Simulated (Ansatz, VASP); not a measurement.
# One calculation of Ge2Sb2Te5, two programs

```xyz
9
Lattice="4.2941 0.0000 0.0000 -2.1470 3.7188 0.0000 0.0000 0.0000 17.1013" Properties=species:S:1:pos:R:3 pbc="T T T"
Te    2.1470    1.2396    7.1807
Te    0.0000    2.4792    9.9206
Te    0.0000    2.4792    3.4466
Te    2.1470    1.2396   13.6547
Te    0.0000    0.0000    0.0000
Sb    0.0000    0.0000    5.4736
Sb    0.0000    0.0000   11.6278
Ge    2.1470    1.2396    1.7596
Ge    0.0000    2.4792   15.3417
```

Alike in both runs: task relaxation of cell and atoms; functional PBE; k mesh 5 × 5 × 2; occupations fermi-dirac, width 0.05 eV; no spin polarisation.

```csv
,VASP,Ansatz
version,VASP 6.6.1,Ansatz 0.2.0
potentials or method,"VASP PAW PBE potentials, release 64 (Te, Sb, Ge_d)",Ansatz PAW
plane-wave cutoff (eV),600,420
valence electrons in the cell,68,138
```

VASP gave:

- gap on the k mesh at the Fermi level, each at its own relaxed structure (eV): 0.70
- relaxed volume (Å³/atom): 31.59
- relaxed length of the cell vector where the two differ most in proportion (Å): 17.867

Task: Which values does Ansatz return?

Result: gap on the k mesh at the Fermi level, each at its own relaxed structure (eV): 0.73; relaxed volume (Å³/atom): 31.73; relaxed length of the cell vector where the two differ most in proportion (Å): 17.945.

VASP's potentials hold 68 valence electrons a cell and Ansatz's 138, so a difference there can come from the potentials and not from the codes.

Neither program's run includes spin-orbit coupling. Noted on Ansatz's run: odd divisions of the mesh miss points on the zone boundary, where band edges often lie, so the gap on the mesh can be too wide; the plane-wave basis is chosen anew once the cell has moved, so the energies of steps on either side of that aren't comparable.
